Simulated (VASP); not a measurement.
Crystal: Nb.

```xyz
1
Lattice="1.5733 0.9083 2.1720 -1.5733 0.9083 2.1720 0.0000 -1.8167 2.1720" Properties=species:S:1:pos:R:3 pbc="T T T"
Nb    0.0000    0.0000    3.2580
```

```yaml
Program: VASP 6.6.1
Task: relaxation of cell and atoms
Functional: r2SCAN
Potentials_or_basis: VASP PAW PBE potentials, release 64 (Nb_sv)
Cutoff: 600 eV
k_mesh: 21 × 21 × 21
Occupations: gaussian, width 0.1 eV
Spin: no spin polarisation
```

At the start: pressure -1.5 GPa; volume 18.62 Å³/atom.

Q: How do energy, volume and symmetry change on relaxing?

A: Over 7 steps the energy falls by 3.2 meV/atom and the volume is 18.45 Å³/atom (-0.9 %); space group R-3m (No. 166, to 0.1 Å) before and after.

The path:
```tsv
step	energy change (eV)	largest force (eV/Å)	pressure (GPa)	volume (Å³)
1	0.0000	0.0000	-1.50	18.62
2	-0.0004	0.0000	2.65	18.16
3	-0.0019	0.0000	0.67	18.37
4	-0.0032	0.0000	0.24	18.42
5	-0.0032	0.0000	0.13	18.43
6	-0.0032	0.0000	-0.19	18.47
7	-0.0032	0.0000	0.02	18.45
```

Final structure:
```yaml
crystal:
  lattice:
    - [1.58079, 0.91267, 2.13106]
    - [-1.58079, 0.91267, 2.13106]
    - [0.00000, -1.82534, 2.13106]
  atoms:
    - { symbol: Nb, position: [0.50000, 0.50000, 0.50000] }
```

Caveat: the PAW data sets were made with another functional, which shifts forces and pressure a little.
